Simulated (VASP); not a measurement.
WSe2, a slab with vacuum:

```
Se W
1.0
     3.28550    0.00000    0.00000
    -1.64275    2.84533    0.00000
     0.00000    0.00000   32.73758
Se W
2 1
Direct
  0.33333 0.66667 0.44854
  0.33333 0.66667 0.55146
  0.66667 0.33333 0.50000
```

Base run:

```yaml
Program: VASP 6.6.1
Functional: PBE
Potentials_or_basis: VASP PAW PBE potentials, release 64 (Se, W_sv)
Cutoff: 400 eV
k_mesh: 9 × 9 × 1
Occupations: gaussian, width 0.02 eV
Spin: no spin polarisation
```

Its results: band gap on the k mesh 1.67 eV, direct; largest force 0.160 eV/Å.

The run is repeated on the same cell with these changes: functional from PBE to r2SCAN; cutoff from 400 eV to 440 eV; further incar settings from ALGO = Normal; EDIFF = 1e-06; NBANDS = 20; NELMDL = -8 to ALGO = Normal; EDIFF = 1e-06; NBANDS = 20. What comes out?

Band gap on the k mesh 1.79 eV, direct; largest force 0.198 eV/Å.

Caveats: spin-orbit coupling is left out, which moves the levels of the heavy elements; the PAW data sets were made with another functional, which shifts forces and pressure a little (some runs).

A k mesh can miss the band edges.
